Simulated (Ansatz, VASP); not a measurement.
Two plane-wave programs on Ta3N

The input INCAR:

```
SYSTEM = Ta3N
PREC = Accurate
ENCUT = 520
EDIFF = 1E-6
ISMEAR = 0
SIGMA = 0.1
LREAL = .False.
LASPH = .True.
NELM = 80
ALGO = Normal
ISIF = 2
LWAVE = .False.
LCHARG = .False.
GGA = PE
NBANDS = 27
```

Contents of KPOINTS:

```
Automatic mesh
0
Gamma
  15 15 6
  0 0 0
```

POSCAR

```
Ta3N
1.0
    3.0322239879      0.0000000000      0.0000000000
   -1.5161119940      2.6259830035      0.0000000000
    0.0000000000      0.0000000000      7.5241370000
Ta N
3 1
Direct
    0.0000000000      0.0000000000      0.5000000000
    0.3333333333      0.6666666667      0.1739300000
    0.6666666667      0.3333333333      0.8260700000
    0.0000000000      0.0000000000      0.0000000000
```

Input for Ansatz:

```yaml
crystal:
  lattice:
    - [3.0322239879, 0.0, 0.0]
    - [-1.516111994, 2.6259830035, 0.0]
    - [0.0, 0.0, 7.524137]
  atoms:
    - { symbol: Ta, position: [0.0, 0.0, 0.5] }
    - { symbol: Ta, position: [0.3333333333, 0.6666666667, 0.17393] }
    - { symbol: Ta, position: [0.6666666667, 0.3333333333, 0.82607] }
    - { symbol: "N", position: [0.0, 0.0, 0.0] }
basis:
  ecutwfc: 600
kpoints:
  mp_grid: { grid: [15, 15, 6] }
hamiltonian:
  xc: pbe
scf:
  occupations: { method: gaussian, width: 0.1 }
output:
  forces: true
  stress: true
  eigenvalues: true
```

Alike in both runs: task single point; functional PBE; k mesh 15 × 15 × 6; occupations gaussian, width 0.1 eV; no spin polarisation.

|  | VASP | Ansatz |
| --- | --- | --- |
| version | VASP 6.6.1 | Ansatz 0.2.0 |
| potentials or method | VASP PAW PBE potentials, release 64 (Ta_pv, N), cutoff 520 eV | scalar-relativistic, plane waves, PAW |
| valence electrons in the cell | 38 | 44 |

|  | VASP | Ansatz | Ansatz less VASP |
| --- | --- | --- | --- |
| gap on the k mesh at the Fermi level (eV) | none | none | - |
| pressure (GPa) | -0.4 | -0.7 | -0.30 |
| traceless stress, the component that is largest in VASP (GPa) | 0.62 | 0.62 | -0.004 |
| rms of the force components (eV/Å) | 0.022 | 0.042 | +0.0196 |

Atom by atom the forces differ by 0.020 eV/Å (rms over components). A gap of «none» marks a metal or a gap that the smearing closes. VASP's potentials hold 38 valence electrons a cell and Ansatz's 44, so a difference there can come from the potentials and not from the codes.

Neither program's run includes spin-orbit coupling.
